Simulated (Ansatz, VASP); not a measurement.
Y in VASP and in Ansatz

INCAR

```
PREC = Accurate ; ENCUT = 520
EDIFF = 1E-6 ; ISMEAR = 0
SIGMA = 0.15 ; LREAL = False
LASPH = True ; NELM = 60
ALGO = Fast ; ISIF = 2
LWAVE = False ; LCHARG = False
GGA = PS ; NBANDS = 12
```

The input KPOINTS:

```
Automatic mesh
0
Gamma
  18 18 18
```

File POSCAR:

```
Y
1.0
    0.0000000000      2.4449123448      2.5671579621
    2.4449123448      0.0000000000      2.5671579621
    2.4449123448      2.4449123448      0.0000000000
Y
1
Direct
    0.0000000000      0.0000000000      0.0000000000
```

Input for Ansatz:

```yaml
crystal:
  lattice:
    - [0.0, 2.4449123448, 2.5671579621]
    - [2.4449123448, 0.0, 2.5671579621]
    - [2.4449123448, 2.4449123448, 0.0]
  atoms:
    - { symbol: "Y", position: [0.0, 0.0, 0.0] }
basis:
  ecutwfc: 420
kpoints:
  mp_grid: { grid: [18, 18, 18] }
hamiltonian:
  xc: pbesol
scf:
  occupations: { method: gaussian, width: 0.15 }
output:
  forces: true
  stress: true
  eigenvalues: true
```

Alike in both runs: task single point; functional PBEsol; k mesh 18 × 18 × 18; occupations gaussian, width 0.15 eV; no spin polarisation.

|  | VASP | Ansatz |
| --- | --- | --- |
| version | VASP 6.6.1 | Ansatz 0.2.0 |
| potentials or method | VASP PAW PBE potentials, release 64 (Y_sv), cutoff 520 eV | scalar-relativistic, plane waves, PAW |
| valence electrons in the cell | 11 | 11 |

```csv
,VASP,Ansatz,Ansatz less VASP
gap on the k mesh at the Fermi level (eV),none,none,-
pressure (GPa),0.0,0.2,+0.15
"traceless stress, the component that is largest in VASP (GPa)",-1.06,-1.05,+0.012
```

VASP's potentials were made for PBE, not for PBEsol. A gap of «none» marks a metal or a gap that the smearing closes. The functional is the same, so the differences come from potentials, cutoffs and numerics.
